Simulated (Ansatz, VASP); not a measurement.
# Two plane-wave programs on TaIr2PtAu3

```
Ta Ir Pt Au
1.0
     3.91925    0.00000    0.00000
     0.00000    3.91925    0.00000
     0.00000    0.00000    8.16302
Ta Ir Pt Au
1 2 1 3
Direct
  0.00000 0.00000 0.92645
  0.50000 0.00000 0.12726
  0.00000 0.50000 0.12726
  0.50000 0.50000 0.37433
  0.00000 0.00000 0.39734
  0.50000 0.00000 0.66558
  0.00000 0.50000 0.66558
```

Alike in both runs: functional PBE; k mesh 8 × 8 × 4; occupations gaussian, width 0.1 eV; no spin polarisation.

Ansatz relaxed the structure, and its values are those at the end. VASP's run is a single point on that final structure, the one shown.

|  | VASP | Ansatz |
| --- | --- | --- |
| version | VASP 6.6.1 | Ansatz 0.2.0 |
| potentials or method | VASP PAW PBE potentials, release 64 (Ta_pv, Ir, Pt, Au), cutoff 520 eV | scalar-relativistic, plane waves, PAW |
| valence electrons in the cell | 72 | 122 |

Ansatz gave:

* gap on the k mesh at the Fermi level (eV): none
* pressure (GPa): 0.0
* rms of the force components (eV/Å): 0.001

Estimate VASP's values.

gap on the k mesh at the Fermi level (eV): none; pressure (GPa): -0.1; rms of the force components (eV/Å): 0.012.

A gap of «none» marks a metal or a gap that the smearing closes. VASP's potentials hold 72 valence electrons a cell and Ansatz's 122, so a difference there can come from the potentials and not from the codes.

Spin-orbit coupling is off throughout.
